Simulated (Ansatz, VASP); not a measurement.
## One calculation of AlGa3N4, two programs

```xyz
8
Lattice="4.4676 0.0000 0.0000 0.0000 4.4676 0.0000 0.0000 0.0000 4.4676" Properties=species:S:1:pos:R:3 pbc="T T T"
Al    0.0000    0.0000    0.0083
Ga    2.2338    2.2338    0.0053
Ga    2.2338    0.0000    2.2362
Ga    0.0000    2.2338    2.2362
N     3.3655    3.3655    1.0776
N     3.3810    1.0866    3.3565
N     1.0866    3.3810    3.3565
N     1.1021    1.1021    1.0776
```

Change from the starting cell: mode 4 frozen in at +0.000 Å and mode 15 at -0.020 Å (largest displacements).

Alike in both runs: task single point; functional PBEsol; k mesh 6 × 6 × 6; occupations gaussian, width 0.05 eV; no spin polarisation.

```csv
,VASP,Ansatz
version,VASP 6.6.1,Ansatz 0.2.0
potentials or method,"VASP PAW PBE potentials, release 64 (Al, Ga_d, N), cutoff 520 eV","scalar-relativistic, plane waves, PAW"
valence electrons in the cell,62,62
```

|  | VASP | Ansatz | Ansatz less VASP |
| --- | --- | --- | --- |
| gap on the k mesh at the Fermi level (eV) | 2.26 | 2.24 | -0.015 |
| least direct gap on the mesh (eV) | 2.26 | 2.24 | -0.015 |
| pressure (GPa) | -0.1 | 0.1 | +0.17 |
| traceless stress, the component that is largest in VASP (GPa) | 1.24 | 1.26 | +0.024 |
| rms of the force components (eV/Å) | 0.173 | 0.175 | +0.0018 |

VASP's potentials were made for PBE, not for PBEsol, and Ansatz warns of the same on its side. Atom by atom the forces differ by 0.005 eV/Å (rms over components). Ansatz's warnings: structure snapped to symmetry.
